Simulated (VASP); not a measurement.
TaBe2P3: single point with PBE

Crystal: TaBe2P3.

```
Ta Be P
1.0
     3.27869    0.00000    0.00000
    -1.63935    2.83943    0.00000
     0.00000    0.00000    8.03645
Ta Be P
1 2 3
Cartesian
  0.0000 0.0000 4.0182
  0.0000 1.8930 6.9272
  1.6393 0.9465 1.1093
  1.6393 0.9465 5.8179
  0.0000 0.0000 0.0000
  0.0000 1.8930 2.2185
```

```yaml
Program: VASP 6.6.1
Task: single point
Functional: PBE
Potentials_or_basis: VASP PAW PBE potentials, release 64 (Ta_pv, Be, P)
Cutoff: 520 eV
k_mesh: 6 × 6 × 2
Occupations: gaussian, width 0.1 eV
Spin: no spin polarisation
Dipole_correction: no
Further_INCAR_settings: ALGO = Normal; EDIFF = 1e-06; NBANDS = 24
```

```
Pressure               : 10.9 GPa
Largest force          : 2.295 eV/Å
Band gap on the k mesh : zero (bands 15 and 16 overlap by 1.36 eV)
```

Forces in eV/Å, atoms in the order of the input:
```
Ta   0.000  0.000  0.000
Be   0.000  0.000 -0.379
Be   0.000  0.000  0.379
P    0.000  0.000 -2.295
P    0.000  0.000  0.000
P    0.000  0.000  2.295
```

Stress tensor (GPa, compression positive):
```
 8.36  0.00  0.00
 0.00  8.36  0.00
 0.00  0.00 16.00
```

Levels at points of the mesh, in eV from the Fermi level:
| k point | band 13 | band 14 | band 15 | band 16 | band 17 | band 18 |
| --- | --- | --- | --- | --- | --- | --- |
| (0.00, 0.00, 0.00) | 0.00 | 0.54 | 0.54 | 0.71 | 0.71 | 1.34 |
| (0.50, 0.00, 0.00) | -2.07 | -2.00 | -0.40 | 0.64 | 0.69 | 1.67 |
| (0.00, 0.00, 0.50) | -0.28 | 0.04 | 0.04 | 0.97 | 0.97 | 1.82 |
| (0.50, 0.00, 0.50) | -1.87 | -1.22 | -1.07 | -0.82 | 1.36 | 1.92 |

Run time: 15 s on 1 thread of AMD EPYC 9R45 96-Core Processor (Zen 5) (shared host), peak memory 0.16 GiB.

Caveat: the k points lie up to 0.39 Å⁻¹ apart, too coarse for converged energies and pressures of a metal; spin-orbit coupling is left out, which moves the levels of the heavy elements; forces of over 1 eV/Å act on the atoms, so gaps and moduli don't describe the material at rest.
